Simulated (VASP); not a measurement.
Wanted: the native input for a VASP 6.6.1 run.

| Quantity | Value |
| --- | --- |
| Task | relaxation of cell and atoms |
| Functional | r2SCAN |
| Potentials or basis | VASP PAW PBE potentials, release 64 (B) |
| Cutoff | 600 eV |
| k mesh | 4 × 4 × 4 |
| Occupations | fermi-dirac, width 0.05 eV |
| Spin | no spin polarisation |
| Dipole correction | no |
| Further INCAR settings | ALGO = Normal; EDIFF = 1e-07; IBRION = 2; EDIFFG = -0.01; NSW = 80; ISIF = 3 |

B:

```
CELL_PARAMETERS angstrom
2.45400 1.41682 4.18900
-2.45400 1.41682 4.18900
0.00000 -2.83364 4.18900
ATOMIC_POSITIONS crystal
B 0.01040 0.65730 0.01040
B 0.01040 0.01040 0.65730
B 0.65730 0.01040 0.01040
B 0.98960 0.34270 0.98960
B 0.34270 0.98960 0.98960
B 0.98960 0.98960 0.34270
B 0.22060 0.63230 0.22060
B 0.22060 0.22060 0.63230
B 0.63230 0.22060 0.22060
B 0.77940 0.36770 0.77940
B 0.36770 0.77940 0.77940
B 0.77940 0.77940 0.36770
```

One way to write it, as run:

POSCAR

```
B
1.0
    2.4540015844      1.4168184754      4.1890000000
   -2.4540015844      1.4168184754      4.1890000000
    0.0000000000     -2.8336369507      4.1890000000
B
12
Direct
    0.0104000000      0.6573000000      0.0104000000
    0.0104000000      0.0104000000      0.6573000000
    0.6573000000      0.0104000000      0.0104000000
    0.9896000000      0.3427000000      0.9896000000
    0.3427000000      0.9896000000      0.9896000000
    0.9896000000      0.9896000000      0.3427000000
    0.2206000000      0.6323000000      0.2206000000
    0.2206000000      0.2206000000      0.6323000000
    0.6323000000      0.2206000000      0.2206000000
    0.7794000000      0.3677000000      0.7794000000
    0.3677000000      0.7794000000      0.7794000000
    0.7794000000      0.7794000000      0.3677000000
```

INCAR.step1

```
ALGO     = Normal         # electronic algorithm
EDIFF    = 1E-4           # SCF threshold, eV
ENCUT    = 600            # plane-wave cutoff, eV
GGA      = PE             # functional
ISMEAR   = -1             # smearing method
LASPH    = True           # aspherical terms in the spheres
LCHARG   = False          # write CHGCAR
LREAL    = False          # projectors in reciprocal space
LWAVE    = True           # write WAVECAR
NELM     = 60             # most SCF steps
PREC     = Accurate       # precision mode
SIGMA    = 0.05           # smearing width, eV
```

INCAR.step2

```
ALGO     = Normal         # electronic algorithm
EDIFF    = 1E-7           # SCF threshold, eV
EDIFFG   = -0.01          # ionic threshold
ENCUT    = 600            # plane-wave cutoff, eV
IBRION   = 2              # ionic algorithm
ISIF     = 3              # what is computed and relaxed
ISMEAR   = -1             # smearing method
ISTART   = 1            
LASPH    = True           # aspherical terms in the spheres
LCHARG   = False          # write CHGCAR
LMIXTAU  = True         
LREAL    = False          # projectors in reciprocal space
LWAVE    = False          # write WAVECAR
METAGGA  = R2SCAN         # meta-GGA
NELM     = 60             # most SCF steps
NSW      = 80             # ionic steps
PREC     = Accurate       # precision mode
SIGMA    = 0.05           # smearing width, eV
```

KPOINTS

```
k-points
0
Gamma
  4 4 4
```

Potentials or basis: VASP PAW PBE potentials, release 64 (B).

Command:

```bash
$ cat potpaw_PBE.64/B/POTCAR > POTCAR
$ cp INCAR.step1 INCAR
$ mpirun -np 1 vasp_std > vasp.out
$ cp INCAR.step2 INCAR
$ mpirun -np 1 vasp_std > vasp.out
```

It gave:

| Quantity | Value |
| --- | --- |
| Relaxed volume | 7.23 Å³/atom |
| Relaxed cell | a = 5.041 Å, b = 5.041 Å, c = 5.041 Å, α = 58.16°, β = 58.16°, γ = 58.16° |
| Space group after relaxing (to 0.05 Å) | R-3m (No. 166) |
| Energy gained by relaxing | 4.4 meV/atom |
| Ionic steps | 7 |
| Pressure after relaxing | 0.0 GPa |
| Band gap on the k mesh | 1.63 eV, indirect (least direct gap 2.05 eV) |

Caveat: the PAW data sets were made with another functional, which shifts forces and pressure a little.

Wall time 6.4 min on 1 thread of Intel(R) Xeon(R) Platinum 8559C (Emerald Rapids) (shared host), peak memory 0.25 GiB.
